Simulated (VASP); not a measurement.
A run of VASP 6.6.1 is set up as follows.

File INCAR:

```
SYSTEM = Zn
PREC = Accurate ; ENCUT = 520
EDIFF = 1E-6 ; ISMEAR = 0
SIGMA = 0.15 ; LREAL = .FALSE.
LASPH = .TRUE. ; NELM = 60
ALGO = Fast ; ISIF = 2
LWAVE = .FALSE. ; LCHARG = .TRUE.
GGA = CA ; LELF = .TRUE.
LVHAR = .TRUE. ; NBANDS = 12
```

Contents of KPOINTS:

```
regular mesh
0
G
  22 22 22
  0 0 0
```

File POSCAR:

```
Zn
1.0
   -1.5651144075      1.5651144075      1.5690370000
    1.5651144075     -1.5651144075      1.5690370000
    1.5729595925      1.5729595925     -1.5690370000
Zn
1
Direct
    0.0000000000      0.0000000000      0.0000000000
```

Potentials or basis: VASP PAW LDA potentials, release 64 (Zn).

The run is started by

```console
$ cat potpaw_LDA.64/Zn/POTCAR > POTCAR
$ mpirun -np 1 vasp_std > vasp.out
```

(1) Estimate the pressure.

(2) Estimate the band gap on the k mesh.

Answers

(1) -7.9 GPa.

(2) zero (bands 6 and 7 overlap by 5.21 eV).

Caveat: the cell differs from its parent crystal (strain +0.0050 x Voigt [0, 0, 0, 0, 0, 1]); the cell stands under tension.
